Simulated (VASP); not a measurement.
Wanted: the native input for a VASP 6.6.1 run.

| Item | Value |
| --- | --- |
| Task | single point |
| Functional | PBE |
| Potentials or basis | VASP PAW PBE potentials, release 64 (Si, Mo_sv) |
| Cutoff | 400 eV |
| k mesh | 1 × 1 × 1, shifted |
| Occupations | fermi-dirac, width 0.05 eV |
| Spin | no spin polarisation |
| Dipole correction | no |
| Further INCAR settings | LREAL = Auto; ALGO = Normal; EDIFF = 1e-06; NBANDS = 111; ISYM = -1 |

The structure of Si5Mo3 lies in POSCAR:

```
Si5Mo3
1.0
    7.4574090000      0.0809830000      0.1775480000
    0.0809830000      6.8034930000      0.1053960000
    0.1775480000      0.1053960000      7.5398230000
Si Mo
15 9
Direct
    0.9320488551     -0.0055130194      0.8840817139
    0.5323365347      0.1431476265      0.3577072732
    0.8196714201      0.5324202552      0.5520140212
    0.4888292870      0.3034891070      0.7119067384
    0.3234715014      0.8199485025      0.4723557820
    0.0569953252      0.2567849896      0.0260680500
    0.1631994492      0.8597544161      0.1458448809
    0.6358108383      0.8450330712      0.5211729707
    0.3357688517      0.7655494475      0.8043675644
    0.1726816594      0.1209945830      0.6560013904
    0.7421568205      0.4285502327      0.8750465443
    0.5805740383      0.6890028799      0.1685652426
    0.0773379666      0.5354574158      0.3024038799
    0.4966896704      0.0685310092      0.0550337651
    0.4122461634      0.4677247834      0.3580665218
    0.7775094943      0.1757261606      0.5927572716
    0.7936938838      0.9449484921      0.2112967966
    0.6556377672      0.8072085338      0.8580769436
    0.0372981360      0.6319605323      0.9575071826
    0.4070566300      0.4383869244      1.0062142946
    0.7733355317      0.3991785809      0.2380762781
    0.2047525850      0.1417205134      0.3057611316
    0.1935701636      0.4953676240      0.6192734549
    0.9763132977      0.8368588759      0.5428452297
```

One way to write it, as run:

INCAR

```
ALGO     = Normal         # electronic algorithm
EDIFF    = 1E-6           # SCF threshold, eV
ENCUT    = 400            # plane-wave cutoff, eV
GGA      = PE             # functional
GGA_COMPAT= False        
ISIF     = 2              # what is computed and relaxed
ISMEAR   = -1             # smearing method
ISYM     = -1           
LASPH    = True           # aspherical terms in the spheres
LCHARG   = False          # write CHGCAR
LREAL    = Auto         
LWAVE    = False          # write WAVECAR
NBANDS   = 111            # bands
NELM     = 120            # most SCF steps
PREC     = Accurate       # precision mode
SIGMA    = 0.05           # smearing width, eV
```

KPOINTS

```
explicit points
1
Reciprocal
  0.25000000   0.25000000   0.25000000 1
```

Potentials or basis: VASP PAW PBE potentials, release 64 (Si, Mo_sv).

Command:

```console
$ cat potpaw_PBE.64/Si/POTCAR potpaw_PBE.64/Mo_sv/POTCAR > POTCAR
$ mpirun -np 1 vasp_std > vasp.out
```

Results of the run:

```json
{
  "Pressure": "-6.6 GPa",
  "Largest force": "1.470 eV/Å"
}
```

Caveat: the atoms stand as in a frame of molecular dynamics.

Wall time 2.1 min on 1 thread of Intel Xeon 8259CL (shared host), peak memory 0.33 GiB.
